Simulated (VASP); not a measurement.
# CdSe (F-43m) in VASP: a series of runs

The runs below take CdSe through single point, with PBE+D3(BJ), BLYP.

Everything below comes from runs of VASP 6.6.1. Logs are shortened: lines on timing, memory, paths and dates and some standing lists are left out, and cuts for length are marked.

## 1. The cell of the first run

It takes space group F-43m (No. 216, cubic). The conventional cell has a = 6.015 Å, b = 6.015 Å, c = 6.015 Å, α = 90.00°, β = 90.00°, γ = 90.00°. Cd (site symmetry -43m) has 4 Se at 2.60 Å within 3.4 Å. Within 3.4 Å of Se (site symmetry -43m) lie 4 Cd at 2.60 Å.

## 2. Single point, PBE+D3(BJ)

INCAR

```
ALGO = Normal
EDIFF = 1E-6
ENCUT = 520
GGA = PE
ISIF = 2
ISMEAR = -1
IVDW = 12
LASPH = T
LCHARG = T
LELF = T
LREAL = F
LVHAR = T
LWAVE = F
NBANDS = 16
NELM = 80
PREC = Accurate
SIGMA = 0.05
```

KPOINTS

```
k-points
0
Gamma
  8 8 8
```

POSCAR

```
CdSe
1.0
    0.0000000000      3.0075950161      3.0075950161
    3.0075950161      0.0000000000      3.0075950161
    3.0075950161      3.0075950161      0.0000000000
Cd Se
1 1
Direct
    0.0000000000      0.0000000000      0.0000000000
    0.2500000000      0.2500000000      0.2500000000
```

Potentials or basis: VASP PAW PBE potentials, release 64 (Cd, Se).

On the command line:

```console
$ cat potpaw_PBE.64/Cd/POTCAR potpaw_PBE.64/Se/POTCAR > POTCAR
$ mpirun -np 1 vasp_std > vasp.out
```

OUTCAR:

```text
EDIFF = 1E-6
   ENCUT = 520
   GGA = PE
   ISIF = 2
   ISMEAR = -1
   IVDW = 12
   LASPH = T
   LREAL = F
   NELM = 80
   PREC = Accurate
 IVDW          = 12

 ion  position               nearest neighbor table
   1  0.000  0.000  0.000-   2 2.60   2 2.60   2 2.60   2 2.60
   2  0.250  0.250  0.250-   1 2.60   1 2.60   1 2.60   1 2.60

  LATTYP: Found a face centered cubic cell.
 ALAT       =     6.0151900322

  Lattice vectors:

 A1 = (   0.0000000000,   3.0075950161,   3.0075950161)
 A2 = (   3.0075950161,   0.0000000000,   3.0075950161)
 A3 = (   3.0075950161,   3.0075950161,   0.0000000000)

Analysis of symmetry for initial positions (statically):
=====================================================================
 Subroutine PRICEL returns:
 Original cell was already a primitive cell.

 Routine SETGRP: Setting up the symmetry group for a
 face centered cubic supercell.

 Subroutine GETGRP returns: Found 24 space group operations
 (whereof 24 operations were pure point group operations)
 out of a pool of 48 trial point group operations.

The static configuration has the point symmetry T_d .

Analysis of symmetry for dynamics (positions and initial velocities):
=====================================================================
 Subroutine PRICEL returns:
 Original cell was already a primitive cell.

 Routine SETGRP: Setting up the symmetry group for a
 face centered cubic supercell.

 Subroutine GETGRP returns: Found 24 space group operations
 (whereof 24 operations were pure point group operations)
 out of a pool of 48 trial point group operations.

The dynamic configuration has the point symmetry T_d .

 Subroutine INISYM returns: Found 24 space group operations
 (whereof 24 operations are pure point group operations),
 and found     1 'primitive' translations

----------------------------------------------------------------------------------------

                                     Primitive cell

  volume of cell :      54.4112

  direct lattice vectors                    reciprocal lattice vectors
     0.000000000  3.007595016  3.007595016    -0.166245787  0.166245787  0.166245787
     3.007595016  0.000000000  3.007595016     0.166245787 -0.166245787  0.166245787
     3.007595016  3.007595016  0.000000000     0.166245787  0.166245787 -0.166245787

  length of vectors
     4.253381662  4.253381662  4.253381662     0.287946149  0.287946149  0.287946149

  position of ions in fractional coordinates (direct lattice)
     0.000000000  0.000000000  0.000000000
     0.250000000  0.250000000  0.250000000

  ion indices of the primitive-cell ions
   primitive index   ion index
                 1           1
                 2           2

----------------------------------------------------------------------------------------

 KPOINTS: k-points

Automatic generation of k-mesh.
 Grid dimensions read from file:
 generate k-points for:    8    8    8

 Generating k-lattice:

  Cartesian coordinates                     Fractional coordinates (reciprocal lattice)
    -0.020780723  0.020780723  0.020780723     0.125000000  0.000000000  0.000000000
     0.020780723 -0.020780723  0.020780723     0.000000000  0.125000000  0.000000000
     0.020780723  0.020780723 -0.020780723     0.000000000  0.000000000  0.125000000

  Length of vectors
     0.035993269  0.035993269  0.035993269

  Shift w.r.t. Gamma in fractional coordinates (k-lattice)
     0.000000000  0.000000000  0.000000000

 Subroutine IBZKPT returns following result:
 ===========================================

 Found     29 irreducible k-points:

 Following reciprocal coordinates:
            Coordinates               Weight
  0.000000  0.000000  0.000000      1.000000
  0.125000  0.000000  0.000000      8.000000
  0.250000  0.000000  0.000000      8.000000
  0.375000  0.000000  0.000000      8.000000
  0.500000  0.000000  0.000000      4.000000
  0.125000  0.125000  0.000000      6.000000
[... 16 lines left out ...]
  0.500000  0.250000  0.125000     48.000000
 -0.375000  0.250000  0.125000     24.000000
 [... further k-points ...]
   k-points           NKPTS =     29   k-points in BZ     NKDIM =     29   number of bands    NBANDS=     16
   number of dos      NEDOS =    301   number of ions     NIONS =      2
   total plane-waves  NPLWV =  32768
   dimension x,y,z NGX =    32 NGY =   32 NGZ =   32
   dimension x,y,z NGXF=    64 NGYF=   64 NGZF=   64
   ions per type =               1   1
   NGX,Y,Z   is equivalent  to a cutoff of  12.51, 12.51, 12.51 a.u.
   NGXF,Y,Z  is equivalent  to a cutoff of  25.01, 25.01, 25.01 a.u.
 SYSTEM =  unknown system
   PREC   = accura    normal or accurate (medium, high low for compatibility)
   ISTART =      0    job   : 0-new  1-cont  2-samecut
   ICHARG =      2    charge: 1-file 2-atom 10-const
   ISPIN  =      1    spin polarized calculation?
   LNONCOLLINEAR =      F non collinear calculations
   LSORBIT =      F    spin-orbit coupling
   LASPH  =      T    aspherical Exc in radial PAW
   ENCUT  =  520.0 eV  38.22 Ry    6.18 a.u.   7.91  7.91  7.91*2*pi/ulx,y,z
   NELM   =     80;   NELMIN=  2; NELMDL= -5     # of ELM steps
   EDIFF  = 0.1E-05   stopping-criterion for ELM
   LREAL  =      F    real-space projection
   EDIFFG = 0.1E-04   stopping-criterion for IOM
   NSW    =      0    number of steps for IOM
   IBRION =     -1    ionic relax: 0-MD 1-quasi-New 2-CG
   NFREE  =      0    steps in history (QN), initial steepest desc. (CG)
   ISIF   =      2    stress and relaxation
   ISYM   =      2    0-nonsym 1-usesym 2-fastsym
   POTIM  = 0.5000    time-step for ionic-motion
   TEBEG  =    0.0;   TEEND  =   0.0 temperature during run
   PSTRESS=    0.0 pullay stress
   NELECT =      18.0000    total number of electrons
   NUPDOWN=      -1.0000    fix difference up-down
   EMIN   =  10.00;   EMAX   =-10.00  energy-range for DOS
   EFERMI =   0.00;   METHOD = LEGACY
   ISMEAR =    -1;   SIGMA  =   0.05  broadening in eV -4-tet -1-fermi 0-gaus
   EFERMI_NEDOS =   21; number of points for ismear=-14 and -15
   IALGO  =     38    algorithm
   IMIX   =      4    mixing-type and parameters
     AMIX     =   0.40;   BMIX     =  1.00
     AMIX_MAG =   1.60;   BMIX_MAG =  1.00
  volume/ion in A,a.u.               =      27.21       183.59
  Fermi-wavevector in a.u.,A,eV,Ry     =   1.132234  2.139613 17.442050  1.281955
  Thomas-Fermi vector in A             =   2.268935
   LORBIT       =      0    0 simple, 1 ext, 2 COOP (PROOUT), +10 PAW based schemes
   GGA     = PE    functional components
   LHFCALC =     F    Hartree Fock is set to
   AEXX    =    0.0000 exact exchange contribution
   IVDW    =    12    specifies the selected vdW correction
   LEPSILON=     F    determine dielectric tensor
   LRPA    =     F    only Hartree local field effects (RPA)
 non-spin polarized calculation
  energy-cutoff  :      520.00
  volume of cell :       54.41
 maximum number of plane-waves:      1477
   NGX = 15   NGY = 15   NGZ = 15

 number of electron      17.9999992 magnetization

 Free energy of the ion-electron system (eV)
  ---------------------------------------------------
  ext. energy  EPLUGINS =         0.00000000
  ---------------------------------------------------
  free energy    TOTEN  =        -5.41851531 eV

  energy without entropy =       -5.41850768  energy(sigma->0) =       -5.41851150

 E-fermi :   1.5899     XC(G=0):  -9.0388

 val. band max:        1.2140385244   @ k =   0.0000   0.0000   0.0000
 cond. band min:       1.8920383699   @ k =   0.0000   0.0000   0.0000
 fundamental gap:      0.6779998454
 Fermi energy:         1.5899264147

 k-point     1 :       0.0000    0.0000    0.0000
  band No.  band energies     occupation
      1     -11.5739      2.00000
      2      -6.8410      2.00000
      3      -6.8410      2.00000
      4      -6.8410      2.00000
      5      -6.4290      2.00000
      6      -6.4290      2.00000
[... 8 lines left out ...]
     15      12.3899      0.00000
     16      12.3899      0.00000

 k-point     2 :       0.1250    0.0000    0.0000
  band No.  band energies     occupation
      1     -11.5160      2.00000
      2      -6.8222      2.00000
      3      -6.8222      2.00000
      4      -6.7915      2.00000
      5      -6.4301      2.00000
      6      -6.4301      2.00000
[... 8 lines left out ...]
     15      11.5893      0.00000
     16      11.8392      0.00000

 k-point     3 :       0.2500    0.0000    0.0000
  band No.  band energies     occupation
      1     -11.3742      2.00000
      2      -6.7810      2.00000
      3      -6.7810      2.00000
      4      -6.6190      2.00000
      5      -6.4269      2.00000
      6      -6.4269      2.00000
[... 8 lines left out ...]
     15      11.3428      0.00000
     16      11.4027      0.00000

 k-point     4 :       0.3750    0.0000    0.0000
  band No.  band energies     occupation
      1     -11.2307      2.00000
      2      -6.7484      2.00000
      3      -6.7484      2.00000
      4      -6.4127      2.00000
      5      -6.4127      2.00000
      6      -6.3153      2.00000
[... 8 lines left out ...]
     15      12.2611      0.00000
     16      12.2611      0.00000
[... 324 lines left out ...]
 k-point    22 :       0.3750    0.2500    0.1250
  band No.  band energies     occupation
      1     -11.2693      2.00000
      2      -6.7363      2.00000
      3      -6.7144      2.00000
      4      -6.5609      2.00000
      5      -6.4216      2.00000
      6      -6.3805      2.00000
[... 8 lines left out ...]
     15      12.8581      0.00000
     16      14.1177      0.00000

 k-point    23 :       0.5000    0.2500    0.1250
  band No.  band energies     occupation
      1     -11.1554      2.00000
      2      -6.7047      2.00000
      3      -6.6850      2.00000
      4      -6.4823      2.00000
      5      -6.4052      2.00000
      6      -6.1766      2.00000
[... 8 lines left out ...]
     15      13.2588      0.00000
     16      13.9494      0.00000

 k-point    24 :      -0.3750    0.2500    0.1250
  band No.  band energies     occupation
      1     -11.1085      2.00000
      2      -6.6993      2.00000
      3      -6.6713      2.00000
      4      -6.4517      2.00000
      5      -6.4115      2.00000
      6      -6.0123      2.00000
[... 8 lines left out ...]
     15      12.9901      0.00000
     16      13.9797      0.00000

 [... further k-points ...]

------------------------ aborting loop because EDIFF is reached ----------------------------------------

 Edisp (eV)   -0.66236

 E8    (eV) :    -0.2838

  FORCE on cell =-STRESS in cart. coord.  units (eV):
  Direction    XX          YY          ZZ          XY          YZ          ZX
  --------------------------------------------------------------------------------------
  -------------------------------------------------------------------------------------
  Total       1.03928     1.03928     1.03928    -0.00000     0.00000     0.00000
  in kB      30.60232    30.60232    30.60232    -0.00000     0.00000     0.00000
  external pressure =       30.60 kB  Pullay stress =        0.00 kB

 VOLUME and BASIS-vectors are now :
 -----------------------------------------------------------------------------
  energy-cutoff  :      520.00
  volume of cell :       54.41
      direct lattice vectors                 reciprocal lattice vectors
     0.000000000  3.007595016  3.007595016    -0.166245787  0.166245787  0.166245787
     3.007595016  0.000000000  3.007595016     0.166245787 -0.166245787  0.166245787
     3.007595016  3.007595016  0.000000000     0.166245787  0.166245787 -0.166245787

 POSITION                                       TOTAL-FORCE (eV/Angst)
 -----------------------------------------------------------------------------------
      0.00000      0.00000      0.00000        -0.000000     -0.000000     -0.000000
      1.50380      1.50380      1.50380         0.000000      0.000000      0.000000
 -----------------------------------------------------------------------------------
    total drift:                               -0.000000     -0.000000     -0.000000

  FREE ENERGIE OF THE ION-ELECTRON SYSTEM (eV)
  ---------------------------------------------------
  free  energy   TOTEN  =        -6.0808743972 eV

  energy  without entropy=       -6.0808667645  energy(sigma->0) =       -6.08087058
```

It took 11 s on 1 thread of Intel Xeon 6975P-C, shared host; peak memory 0.2 GiB.

What came out:

```
Free energy                : -6.0809 eV
Pressure                   : 3.1 GPa
Band gap on the k mesh     : 0.68 eV, direct
Dispersion energy per atom : -0.331 eV
```

## 3. Single point, PBE+D3(BJ)

This run uses another cell than the first one, of 27.78 Å³/atom, 1.021 times its volume.

INCAR

```
SYSTEM = CdSe
PREC = Accurate
ENCUT = 520
EDIFF = 1E-7
ISMEAR = -1
SIGMA = 0.05
LREAL = .FALSE.
LASPH = .TRUE.
NELM = 80
ALGO = Normal
ISIF = 2
LWAVE = .FALSE.
LCHARG = .FALSE.
GGA = PE
IVDW = 12
NBANDS = 16
```

KPOINTS

```
regular mesh
0
G
  8 8 8
  0 0 0
```

POSCAR

```
CdSe
1.0
    0.0000000000      3.0287759606      3.0287759606
    3.0287759606      0.0000000000      3.0287759606
    3.0287759606      3.0287759606      0.0000000000
Cd Se
1 1
Direct
    0.0000000000      0.0000000000      0.0000000000
    0.2500000000      0.2500000000      0.2500000000
```

Potentials or basis: VASP PAW PBE potentials, release 64 (Cd, Se).

On the command line:

```console
$ cat potpaw_PBE.64/Cd/POTCAR potpaw_PBE.64/Se/POTCAR > POTCAR
$ mpirun -np 1 vasp_std > vasp.out
```

OUTCAR:

```text
SYSTEM = CdSe
   PREC = Accurate
   ENCUT = 520
   EDIFF = 1E-7
   ISMEAR = -1
   LREAL = .FALSE.
   LASPH = .TRUE.
   NELM = 80
   ISIF = 2
   GGA = PE
   IVDW = 12
 IVDW          = 12

 ion  position               nearest neighbor table
   1  0.000  0.000  0.000-   2 2.62   2 2.62   2 2.62   2 2.62
   2  0.250  0.250  0.250-   1 2.62   1 2.62   1 2.62   1 2.62

  LATTYP: Found a face centered cubic cell.
 ALAT       =     6.0575519212

  Lattice vectors:

 A1 = (   0.0000000000,   3.0287759606,   3.0287759606)
[... 642 lines left out ...]

 Edisp (eV)   -0.64660

 E8    (eV) :    -0.2767

  FORCE on cell =-STRESS in cart. coord.  units (eV):
  Direction    XX          YY          ZZ          XY          YZ          ZX
  --------------------------------------------------------------------------------------
  -------------------------------------------------------------------------------------
  Total       0.60944     0.60944     0.60944    -0.00000    -0.00000    -0.00000
  in kB      17.57159    17.57159    17.57159    -0.00000    -0.00000    -0.00000
  external pressure =       17.57 kB  Pullay stress =        0.00 kB

 VOLUME and BASIS-vectors are now :
 -----------------------------------------------------------------------------
  energy-cutoff  :      520.00
  volume of cell :       55.57
      direct lattice vectors                 reciprocal lattice vectors
     0.000000000  3.028775961  3.028775961    -0.165083191  0.165083191  0.165083191
     3.028775961  0.000000000  3.028775961     0.165083191 -0.165083191  0.165083191
     3.028775961  3.028775961  0.000000000     0.165083191  0.165083191 -0.165083191

 POSITION                                       TOTAL-FORCE (eV/Angst)
 -----------------------------------------------------------------------------------
      0.00000      0.00000      0.00000        -0.000000     -0.000000     -0.000000
      1.51439      1.51439      1.51439         0.000000      0.000000      0.000000
 -----------------------------------------------------------------------------------
    total drift:                               -0.000000     -0.000000     -0.000000

  FREE ENERGIE OF THE ION-ELECTRON SYSTEM (eV)
  ---------------------------------------------------
  free  energy   TOTEN  =        -6.0981577839 eV

  energy  without entropy=       -6.0981464072  energy(sigma->0) =       -6.09815210
```

Run time: 13 s. Hardware: 1 thread of Intel Xeon 6975P-C, shared host; peak memory 0.2 GiB.

What came out:

| Quantity | Value |
| --- | --- |
| Free energy | -6.0982 eV |
| Pressure | 1.8 GPa |
| Band gap on the k mesh | 0.63 eV, direct |
| Dispersion energy per atom | -0.323 eV |

## 4. Single point, BLYP

INCAR

```
  PREC = Accurate
  ENCUT = 520
  EDIFF = 1E-7
  ISMEAR = -1
  SIGMA = 0.05
  LREAL = F
  LASPH = T
  NELM = 100
  ALGO = Normal
  ISIF = 2
  LWAVE = F
  LCHARG = T
  GGA = B5
  ALDAX = 1.0
  AGGAX = 1.0
  AGGAC = 1.0
  ALDAC = 0.0
  LELF = T
  LVHAR = T
  NBANDS = 16
```

KPOINTS

```
regular mesh
0
Gamma
  8 8 8
```

POSCAR

```
CdSe
1.0
    0.0000000000      3.0075950161      3.0075950161
    3.0075950161      0.0000000000      3.0075950161
    3.0075950161      3.0075950161      0.0000000000
Cd Se
1 1
Direct
    0.0000000000      0.0000000000      0.0000000000
    0.2500000000      0.2500000000      0.2500000000
```

On the command line:

```console
$ cat potpaw_PBE.64/Cd/POTCAR potpaw_PBE.64/Se/POTCAR > POTCAR
$ mpirun -np 1 vasp_std > vasp.out
```

Wall time 26 s (1 thread of Intel Xeon 6975P-C, shared host); peak memory 0.19 GiB.

The run converged. Its results:

| Quantity | Value |
| --- | --- |
| Free energy | -4.3535 eV |
| Pressure | 8.5 GPa |
| Band gap on the k mesh | 0.64 eV, direct |

Levels at points of the mesh, in eV from the valence-band top:
```
           k point  band 5  band 6  band 7  band 8  band 9  band 10  band 11  band 12  band 13  band 14
(0.00, 0.00, 0.00)   -7.71   -7.71    0.00    0.00    0.00     0.64     5.95     5.95     5.95    10.05
(0.50, 0.00, 0.00)   -7.68   -7.39   -4.56   -0.79   -0.79     2.42     6.49     6.49     7.61    10.28
(0.50, 0.50, 0.00)   -7.64   -7.32   -4.23   -1.95   -1.95     3.18     3.80     9.34    10.37    10.37
```

Caveat: the PAW data sets were made with another functional, which shifts forces and pressure a little.

## 5. Single point, BLYP

This run uses another cell than the first one, of 27.78 Å³/atom, 1.021 times its volume.

INCAR

```
PREC = Accurate
ENCUT = 520
EDIFF = 1E-7
ISMEAR = -1
SIGMA = 0.05
LREAL = False
LASPH = True
NELM = 60
ALGO = Normal
ISIF = 2
LWAVE = False
LCHARG = True
GGA = B5
ALDAX = 1.0
AGGAX = 1.0
AGGAC = 1.0
ALDAC = 0.0
LELF = True
LVHAR = True
NBANDS = 16
```

KPOINTS

```
Automatic mesh
0
Gamma
  8 8 8
```

POSCAR

```
CdSe
1.0
    0.0000000000      3.0287759606      3.0287759606
    3.0287759606      0.0000000000      3.0287759606
    3.0287759606      3.0287759606      0.0000000000
Cd Se
1 1
Direct
    0.0000000000      0.0000000000      0.0000000000
    0.2500000000      0.2500000000      0.2500000000
```

On the command line:

```console
$ cat potpaw_PBE.64/Cd/POTCAR potpaw_PBE.64/Se/POTCAR > POTCAR
$ mpirun -np 1 vasp_std > vasp.out
```

It took 28 s on 1 thread of Intel Xeon 6975P-C, shared host; peak memory 0.19 GiB.

Results (log left out):

| Item | Value |
| --- | --- |
| Free energy | -4.4095 eV |
| Pressure | 7.0 GPa |
| Band gap on the k mesh | 0.60 eV, direct |

Levels at points of the mesh, in eV from the valence-band top:
| k point | band 6 | band 7 | band 8 | band 9 | band 10 | band 11 | band 12 | band 13 |
| --- | --- | --- | --- | --- | --- | --- | --- | --- |
| (0.00, 0.00, 0.00) | -7.65 | 0.00 | 0.00 | 0.00 | 0.60 | 5.95 | 5.95 | 5.95 |
| (0.50, 0.00, 0.00) | -7.35 | -4.44 | -0.76 | -0.76 | 2.39 | 6.48 | 6.48 | 7.54 |
| (0.50, 0.50, 0.00) | -7.28 | -4.14 | -1.88 | -1.88 | 3.21 | 3.77 | 9.24 | 10.24 |

Caveat: the PAW data sets were made with another functional, which shifts forces and pressure a little.

(Part 1 of 2 ends here.)
